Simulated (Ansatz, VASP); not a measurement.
One calculation of Bi, two programs

File INCAR:

```
ALGO = Normal
EDIFF = 1E-7
ENCUT = 520
GGA = PE
ISIF = 2
ISMEAR = 0
LASPH = T
LCHARG = F
LREAL = F
LWAVE = F
NBANDS = 14
NELM = 80
PREC = Accurate
SIGMA = 0.1
```

KPOINTS

```
k-points
0
Gamma
  16 16 16
```

POSCAR

```
Bi
1.0
   -2.0489180557      2.0489180557      2.0489180557
    2.0489180557     -2.0489180557      2.0489180557
    2.0489180557      2.0489180557     -2.0489180557
Bi
1
Direct
    0.0000000000      0.0000000000      0.0000000000
```

Input for Ansatz:

```yaml
crystal:
  lattice:
    - [-2.0489180557, 2.0489180557, 2.0489180557]
    - [2.0489180557, -2.0489180557, 2.0489180557]
    - [2.0489180557, 2.0489180557, -2.0489180557]
  atoms:
    - { symbol: Bi, position: [0.0, 0.0, 0.0] }
basis:
  ecutwfc: 420
kpoints:
  mp_grid: { grid: [16, 16, 16] }
hamiltonian:
  xc: pbe
scf:
  occupations: { method: gaussian, width: 0.1 }
output:
  forces: true
  stress: true
  eigenvalues: true
```

Alike in both runs: task single point; functional PBE; k mesh 16 × 16 × 16; occupations gaussian, width 0.1 eV; no spin polarisation.

|  | VASP | Ansatz |
| --- | --- | --- |
| version | VASP 6.6.1 | Ansatz 0.2.0 |
| potentials or method | VASP PAW PBE potentials, release 64 (Bi_d), cutoff 520 eV | scalar-relativistic, plane waves, PAW |
| valence electrons in the cell | 15 | 15 |

```csv
,VASP,Ansatz,Ansatz less VASP
gap on the k mesh at the Fermi level (eV),none,none,-
pressure (GPa),-3.6,-3.6,+0.08
```

A gap of «none» marks a metal or a gap that the smearing closes.

Spin-orbit coupling is off throughout.
